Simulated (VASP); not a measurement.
# KTaO3 in VASP: a series of runs

KTaO3 is run at these levels: r2SCAN; tasks: single point.

All numbers are computed with VASP 6.6.1; they aren't measurements. Logs are shortened: lines on timing, memory, paths and dates and some standing lists are left out, and cuts for length are marked.

**1. The cell of the first run**

It takes space group Pm-3m (No. 221, cubic). The conventional cell has a = 3.889 Å, b = 3.889 Å, c = 3.889 Å, α = 90.00°, β = 90.00°, γ = 90.00°. Within 3.6 Å of K (site symmetry m-3m) lie 12 O at 2.75 Å and 8 Ta at 3.37 Å. Within 2.6 Å of Ta (site symmetry m-3m) lie 6 O at 1.94 Å. O (site symmetry 4/mmm) has 2 Ta at 1.94 Å within 2.6 Å.

**2. Single point, r2SCAN (strain -0.025 along x and y, -0.025 along z)**

File POSCAR:

```
KTaO3
1.0
    3.8885925000      0.0000000000      0.0000000000
    0.0000000000      3.8885925000      0.0000000000
    0.0000000000      0.0000000000      3.8885925000
K Ta O
1 1 3
Direct
    0.5000000000      0.5000000000      0.5000000000
    0.0000000000      0.0000000000      0.0000000000
    0.5000000000      0.0000000000      0.0000000000
    0.0000000000      0.5000000000      0.0000000000
    0.0000000000      0.0000000000      0.5000000000
```

File INCAR.step1:

```
  PREC = Accurate
  ENCUT = 520
  ISMEAR = 0
  SIGMA = 0.05
  LREAL = F
  LASPH = T
  NELM = 100
  NBANDS = 27
  GGA = PE
  ALGO = Normal
  EDIFF = 1E-4
  LWAVE = T
  LCHARG = F
```

File INCAR.step2:

```
  PREC = Accurate
  ENCUT = 520
  EDIFF = 1E-7
  ISMEAR = 0
  SIGMA = 0.05
  LREAL = F
  LASPH = T
  NELM = 100
  ALGO = Normal
  ISIF = 2
  LWAVE = F
  LCHARG = F
  METAGGA = R2SCAN
  LMIXTAU = T
  NBANDS = 27
  ISTART = 1
```

File KPOINTS:

```
Automatic mesh
0
Gamma
  6 6 6
```

Potentials or basis: VASP PAW PBE potentials, release 64 (K_sv, Ta_pv, O).

Started as:

```
> cat potpaw_PBE.64/K_sv/POTCAR potpaw_PBE.64/Ta_pv/POTCAR potpaw_PBE.64/O/POTCAR > POTCAR
> cp INCAR.step1 INCAR
> mpirun -np 1 vasp_std > vasp.out
> cp INCAR.step2 INCAR
> mpirun -np 1 vasp_std > vasp.out
```

OUTCAR:

```text
PREC = Accurate
   ENCUT = 520
   EDIFF = 1E-7
   ISMEAR = 0
   LREAL = F
   LASPH = T
   NELM = 100
   ISIF = 2
   METAGGA = R2SCAN
   ISTART = 1

 ion  position               nearest neighbor table
   1  0.500  0.500  0.500-   3 2.75   4 2.75   5 2.75   3 2.75   4 2.75   3 2.75   5 2.75   3 2.75
                             4 2.75   5 2.75   4 2.75   5 2.75   2 3.37   2 3.37   2 3.37   2 3.37
   2  0.000  0.000  0.000-   3 1.94   4 1.94   5 1.94   5 1.94   4 1.94   3 1.94   1 3.37   1 3.37
                             1 3.37   1 3.37   1 3.37   1 3.37   1 3.37   1 3.37
   3  0.500  0.000  0.000-   2 1.94   2 1.94   1 2.75   1 2.75   1 2.75   1 2.75
   4  0.000  0.500  0.000-   2 1.94   2 1.94   1 2.75   1 2.75   1 2.75   1 2.75
   5  0.000  0.000  0.500-   2 1.94   2 1.94   1 2.75   1 2.75   1 2.75   1 2.75

  LATTYP: Found a simple cubic cell.
 ALAT       =     3.8885925000

  Lattice vectors:

 A1 = (   3.8885925000,   0.0000000000,   0.0000000000)
 A2 = (   0.0000000000,   3.8885925000,   0.0000000000)
 A3 = (   0.0000000000,   0.0000000000,   3.8885925000)

Analysis of symmetry for initial positions (statically):
=====================================================================
 Subroutine PRICEL returns:
 Original cell was already a primitive cell.

 Routine SETGRP: Setting up the symmetry group for a
 simple cubic supercell.

 Subroutine GETGRP returns: Found 48 space group operations
 (whereof 48 operations were pure point group operations)
 out of a pool of 48 trial point group operations.

The static configuration has the point symmetry O_h .

Analysis of symmetry for dynamics (positions and initial velocities):
=====================================================================
 Subroutine PRICEL returns:
 Original cell was already a primitive cell.

 Routine SETGRP: Setting up the symmetry group for a
 simple cubic supercell.

 Subroutine GETGRP returns: Found 48 space group operations
 (whereof 48 operations were pure point group operations)
 out of a pool of 48 trial point group operations.

The dynamic configuration has the point symmetry O_h .

 Subroutine INISYM returns: Found 48 space group operations
 (whereof 48 operations are pure point group operations),
 and found     1 'primitive' translations

----------------------------------------------------------------------------------------

                                     Primitive cell

  volume of cell :      58.8000

  direct lattice vectors                    reciprocal lattice vectors
     3.888592500  0.000000000  0.000000000     0.257162457  0.000000000  0.000000000
     0.000000000  3.888592500  0.000000000     0.000000000  0.257162457  0.000000000
     0.000000000  0.000000000  3.888592500     0.000000000  0.000000000  0.257162457

  length of vectors
     3.888592500  3.888592500  3.888592500     0.257162457  0.257162457  0.257162457

  position of ions in fractional coordinates (direct lattice)
     0.500000000  0.500000000  0.500000000
     0.000000000  0.000000000  0.000000000
     0.500000000  0.000000000  0.000000000
     0.000000000  0.500000000  0.000000000
     0.000000000  0.000000000  0.500000000

  ion indices of the primitive-cell ions
   primitive index   ion index
                 1           1
                 2           2
                 3           3
                 4           4
                 5           5

----------------------------------------------------------------------------------------

 KPOINTS: Automatic mesh

Automatic generation of k-mesh.
 Grid dimensions read from file:
 generate k-points for:    6    6    6

 Generating k-lattice:

  Cartesian coordinates                     Fractional coordinates (reciprocal lattice)
     0.042860409  0.000000000  0.000000000     0.166666667  0.000000000  0.000000000
     0.000000000  0.042860409  0.000000000     0.000000000  0.166666667  0.000000000
     0.000000000  0.000000000  0.042860409     0.000000000  0.000000000  0.166666667

  Length of vectors
     0.042860409  0.042860409  0.042860409

  Shift w.r.t. Gamma in fractional coordinates (k-lattice)
     0.000000000  0.000000000  0.000000000

 Subroutine IBZKPT returns following result:
 ===========================================

 Found     20 irreducible k-points:

 Following reciprocal coordinates:
            Coordinates               Weight
  0.000000  0.000000  0.000000      1.000000
  0.166667  0.000000  0.000000      6.000000
  0.333333  0.000000  0.000000      6.000000
  0.500000  0.000000  0.000000      3.000000
  0.166667  0.166667  0.000000     12.000000
  0.333333  0.166667  0.000000     24.000000
[... 12 lines left out ...]
  0.500000  0.500000  0.333333      6.000000
  0.500000  0.500000  0.500000      1.000000
   k-points           NKPTS =     20   k-points in BZ     NKDIM =     20   number of bands    NBANDS=     27
   number of dos      NEDOS =    301   number of ions     NIONS =      5
   total plane-waves  NPLWV =  27000
   dimension x,y,z NGX =    30 NGY =   30 NGZ =   30
   dimension x,y,z NGXF=    60 NGYF=   60 NGZF=   60
   ions per type =               1   1   3
   NGX,Y,Z   is equivalent  to a cutoff of  12.83, 12.83, 12.83 a.u.
   NGXF,Y,Z  is equivalent  to a cutoff of  25.65, 25.65, 25.65 a.u.
 SYSTEM =  unknown system
   PREC   = accura    normal or accurate (medium, high low for compatibility)
   ISTART =      1    job   : 0-new  1-cont  2-samecut
   ICHARG =      0    charge: 1-file 2-atom 10-const
   ISPIN  =      1    spin polarized calculation?
   LNONCOLLINEAR =      F non collinear calculations
   LSORBIT =      F    spin-orbit coupling
   LASPH  =      T    aspherical Exc in radial PAW
   ENCUT  =  520.0 eV  38.22 Ry    6.18 a.u.   7.23  7.23  7.23*2*pi/ulx,y,z
   NELM   =    100;   NELMIN=  2; NELMDL=  0     # of ELM steps
   EDIFF  = 0.1E-06   stopping-criterion for ELM
   LREAL  =      F    real-space projection
   EDIFFG = 0.1E-05   stopping-criterion for IOM
   NSW    =      0    number of steps for IOM
   IBRION =     -1    ionic relax: 0-MD 1-quasi-New 2-CG
   NFREE  =      0    steps in history (QN), initial steepest desc. (CG)
   ISIF   =      2    stress and relaxation
   ISYM   =      2    0-nonsym 1-usesym 2-fastsym
   POTIM  = 0.5000    time-step for ionic-motion
   TEBEG  =    0.0;   TEEND  =   0.0 temperature during run
   PSTRESS=    0.0 pullay stress
   NELECT =      38.0000    total number of electrons
   NUPDOWN=      -1.0000    fix difference up-down
   EMIN   =  10.00;   EMAX   =-10.00  energy-range for DOS
   EFERMI =   0.00;   METHOD = LEGACY
   ISMEAR =     0;   SIGMA  =   0.05  broadening in eV -4-tet -1-fermi 0-gaus
   EFERMI_NEDOS =   21; number of points for ismear=-14 and -15
   IALGO  =     38    algorithm
   IMIX   =      4    mixing-type and parameters
     AMIX     =   0.40;   BMIX     =  1.00
     AMIX_MAG =   1.60;   BMIX_MAG =  1.00
  volume/ion in A,a.u.               =      11.76        79.36
  Fermi-wavevector in a.u.,A,eV,Ry     =   1.415393  2.674704 27.257045  2.003336
  Thomas-Fermi vector in A             =   2.536836
   LORBIT       =      0    0 simple, 1 ext, 2 COOP (PROOUT), +10 PAW based schemes
   METAGGA = R2SCAN    functional components
   LHFCALC =     F    Hartree Fock is set to
   AEXX    =    0.0000 exact exchange contribution
   IVDW    =     0    specifies the selected vdW correction
   LEPSILON=     F    determine dielectric tensor
   LRPA    =     F    only Hartree local field effects (RPA)
 non-spin polarized calculation
 Gauss-broadening in eV      SIGMA  =   0.05
  energy-cutoff  :      520.00
  volume of cell :       58.80
 maximum number of plane-waves:      1622
 NGX is ok and might be reduce to    30
   NGX = 15   NGY = 15   NGZ = 15

 number of electron      38.0000018 magnetization

 Free energy of the ion-electron system (eV)
  ---------------------------------------------------
  ext. energy  EPLUGINS =         0.00000000
  ---------------------------------------------------
  free energy    TOTEN  =       -86.85836568 eV

  energy without entropy =      -86.85836568  energy(sigma->0) =      -86.85836568

 E-fermi :   2.1971     XC(G=0): -11.9924

 val. band max:        1.9572868066   @ k =   0.5000   0.5000   0.5000
 cond. band min:       4.7410954050   @ k =   0.0000   0.0000   0.0000
 fundamental gap:      2.7838085984
 Fermi energy:         2.1971156246

 k-point     1 :       0.0000    0.0000    0.0000
  band No.  band energies     occupation
      1     -32.9555      2.00000
      2     -32.9555      2.00000
      3     -32.9555      2.00000
      4     -26.4450      2.00000
      5     -16.8740      2.00000
      6     -16.2003      2.00000
[... 19 lines left out ...]
     26      10.5805      0.00000
     27      10.5805      0.00000

 k-point     2 :       0.1667    0.0000    0.0000
  band No.  band energies     occupation
      1     -32.9929      2.00000
      2     -32.9541      2.00000
      3     -32.9541      2.00000
      4     -26.4342      2.00000
      5     -16.8051      2.00000
      6     -16.1937      2.00000
[... 19 lines left out ...]
     26      10.9755      0.00000
     27      11.3186      0.00000

 k-point     3 :       0.3333    0.0000    0.0000
  band No.  band energies     occupation
      1     -33.0663      2.00000
      2     -32.9515      2.00000
      3     -32.9515      2.00000
      4     -26.4129      2.00000
      5     -16.7942      2.00000
      6     -16.1802      2.00000
[... 19 lines left out ...]
     26      11.8936      0.00000
     27      13.3217      0.00000

 k-point     4 :       0.5000    0.0000    0.0000
  band No.  band energies     occupation
      1     -33.1023      2.00000
      2     -32.9502      2.00000
      3     -32.9502      2.00000
      4     -26.4022      2.00000
      5     -16.8137      2.00000
      6     -16.1733      2.00000
[... 19 lines left out ...]
     26      12.2662      0.00000
     27      13.2887      0.00000
[... 396 lines left out ...]
      4     -26.3732      2.00000
      5     -15.4922      2.00000
      6     -15.2963      2.00000
[... 19 lines left out ...]
     26      14.1769      0.00000
     27      14.8492      0.00000

 k-point    19 :       0.5000    0.5000    0.3333
  band No.  band energies     occupation
      1     -33.0902      2.00000
      2     -33.0902      2.00000
      3     -33.0533      2.00000
      4     -26.3680      2.00000
      5     -15.3718      2.00000
      6     -14.9772      2.00000
[... 19 lines left out ...]
     26      14.4134      0.00000
     27      14.8096      0.00000

 k-point    20 :       0.5000    0.5000    0.5000
  band No.  band energies     occupation
      1     -33.0886      2.00000
      2     -33.0886      2.00000
      3     -33.0886      2.00000
      4     -26.3627      2.00000
      5     -14.9513      2.00000
      6     -14.9513      2.00000
[... 19 lines left out ...]
     26      13.6619      0.00000
     27      14.3263      0.00000

------------------------ aborting loop because EDIFF is reached ----------------------------------------

  FORCE on cell =-STRESS in cart. coord.  units (eV):
  Direction    XX          YY          ZZ          XY          YZ          ZX
  --------------------------------------------------------------------------------------
  -------------------------------------------------------------------------------------
  Total        7.5444303      7.5444303      7.5444303      0.0000000     -0.0000000      0.0000000
  in kB      205.5699971    205.5699971    205.5699971      0.0000000     -0.0000000      0.0000000
  external PRESSURE =     205.5699971 kB  Pullay stress =       0.0000000 kB

 VOLUME and BASIS-vectors are now :
 -----------------------------------------------------------------------------
  energy-cutoff  :      520.00
  volume of cell :       58.80
      direct lattice vectors                 reciprocal lattice vectors
     3.888592500  0.000000000  0.000000000     0.257162457  0.000000000  0.000000000
     0.000000000  3.888592500  0.000000000     0.000000000  0.257162457  0.000000000
     0.000000000  0.000000000  3.888592500     0.000000000  0.000000000  0.257162457

 POSITION                                       TOTAL-FORCE (eV/Angst)
 -----------------------------------------------------------------------------------
      1.94430      1.94430      1.94430         0.000000      0.000000      0.000000
      0.00000      0.00000      0.00000         0.000000      0.000000      0.000000
      1.94430      0.00000      0.00000         0.000000      0.000000      0.000000
      0.00000      1.94430      0.00000         0.000000      0.000000      0.000000
      0.00000      0.00000      1.94430         0.000000      0.000000      0.000000
 -----------------------------------------------------------------------------------
    total drift:                                0.000000     -0.000000      0.000000

  FREE ENERGIE OF THE ION-ELECTRON SYSTEM (eV)
  ---------------------------------------------------
  free  energy   TOTEN  =       -86.8583656750 eV

  energy  without entropy=      -86.8583656750  energy(sigma->0) =      -86.85836568
```

Run time: 2.4 min. Hardware: 1 thread of Intel Xeon Platinum 8259CL at 2.50GHz (Skylake/Cascade Lake), shared host; peak memory 0.19 GiB.

What came out:

```
Free energy            : -86.8584 eV
Pressure               : 20.6 GPa
Band gap on the k mesh : 2.78 eV (least direct gap 3.39 eV)
```

Caveat: the cell differs from its parent crystal (strain -0.025 along x and y, -0.025 along z); the cell stands under pressure; the PAW data sets were made with another functional, which shifts forces and pressure a little; spin-orbit coupling is left out, which moves the levels of the heavy elements.

[end of part 1 of 2]
